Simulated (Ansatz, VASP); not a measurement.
# Two plane-wave programs on Ag

```
Ag
1.0
     2.75031    0.00000    0.00000
     0.00000    2.75031    0.00000
     0.00000    0.00000    2.75008
Ag
1
Direct
  0.00000 0.00000 0.00000
```

Alike in both runs: functional PBE; k mesh 20 × 20 × 20; occupations gaussian, width 0.1 eV; no spin polarisation.

Ansatz relaxed the structure, and its values are those at the end. VASP's run is a single point on that final structure, the one shown.

|  | VASP | Ansatz |
| --- | --- | --- |
| version | VASP 6.6.1 | Ansatz 0.2.0 |
| potentials or method | VASP PAW PBE potentials, release 64 (Ag), cutoff 520 eV | scalar-relativistic, plane waves, PAW |
| valence electrons in the cell | 11 | 19 |

VASP gave:

| Quantity | Value |
| --- | --- |
| gap on the k mesh at the Fermi level (eV) | none |
| pressure (GPa) | -0.1 |

Question: What did Ansatz give for the same quantities?

Answer: gap on the k mesh at the Fermi level (eV): none; pressure (GPa): 0.0.

A gap of «none» marks a metal or a gap that the smearing closes. VASP's potentials hold 11 valence electrons a cell and Ansatz's 19, so a difference there can come from the potentials and not from the codes.
